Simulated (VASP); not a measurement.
SrO: single point with PBEsol

SrO:

```xyz
4
Lattice="4.2356 0.0000 0.0000 -2.1178 3.6681 0.0000 0.0000 0.0000 5.1095" Properties=species:S:1:pos:R:3 pbc="T T T"
Sr    0.0000    2.4454    4.7902
Sr    2.1178    1.2227    2.2354
O     0.0000    2.4454    2.2354
O     2.1178    1.2227    4.7902
```

```yaml
Program: VASP 6.6.1
Task: single point
Functional: PBEsol
Potentials_or_basis: VASP PAW PBE potentials, release 64 (Sr_sv, O)
Cutoff: 520 eV
k_mesh: 6 × 6 × 4
Occupations: fermi-dirac, width 0.01 eV
Spin: no spin polarisation
```

The pressure is 0.6 GPa and the band gap on the k mesh is 2.59 eV.

Levels at points of the mesh, in eV from the valence-band top:
```csv
k point,band 14,band 15,band 16,band 17,band 18,band 19
"(0.00, 0.00, 0.00)",-0.92,-0.29,0.00,2.59,6.11,6.11
"(0.50, 0.00, 0.00)",-0.35,-0.34,-0.28,4.25,4.78,5.02
"(0.00, 0.00, 0.50)",-1.14,-1.14,-1.14,4.31,4.31,7.95
"(0.50, 0.00, 0.50)",-0.94,-0.44,-0.44,4.89,4.89,7.44
```

Wall time 92 s on 1 thread of Intel Xeon 8259CL (shared host), peak memory 0.2 GiB.

Caveat: the PAW data sets were made with another functional, which shifts forces and pressure a little.
